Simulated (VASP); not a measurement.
A run of VASP 6.6.1 is set up as follows.

The input INCAR:

```
PREC     = Accurate       # precision mode
ENCUT    = 520            # plane-wave cutoff, eV
EDIFF    = 1E-8           # SCF threshold, eV
ISMEAR   = -1             # smearing method
SIGMA    = 0.01           # smearing width, eV
LREAL    = False          # projectors in reciprocal space
LASPH    = True           # aspherical terms in the spheres
NELM     = 100            # most SCF steps
ALGO     = Normal         # electronic algorithm
ISIF     = 2              # what is computed and relaxed
LWAVE    = False          # write WAVECAR
LCHARG   = False          # write CHGCAR
GGA      = PE             # functional
LEFG     = True         
NBANDS   = 16             # bands
```

The input KPOINTS:

```
regular mesh
0
Gamma
  11 11 11
```

POSCAR

```
ZnO
1.0
    0.0000000000      2.1562328495      2.1079000000
    2.1562328495      0.0000000000      2.1079000000
    2.1562328495      2.1562328495      0.0000000000
Zn O
1 1
Direct
    0.0000000000      0.0000000000      0.0000000000
    0.5000000000      0.5000000000      0.5000000000
```

Potentials or basis: VASP PAW PBE potentials, release 64 (Zn, O).

Run with:

```sh
$ cat potpaw_PBE.64/Zn/POTCAR potpaw_PBE.64/O/POTCAR > POTCAR
$ mpirun -np 1 vasp_std > vasp.out
```

Task: Estimate the pressure.

Result: 7.5 GPa.

Task: Predict the band gap on the k mesh.

Result: 0.84 eV, indirect (least direct gap 2.21 eV).

Stress tensor (GPa, compression positive):
```
6.61 0.00 0.00
0.00 6.61 0.00
0.00 0.00 9.37
```

Caveat: without QUAD_EFG the Cq values of the log hold for a quadrupole moment of 1 mb, not for the nuclei. A k mesh can miss the band edges.
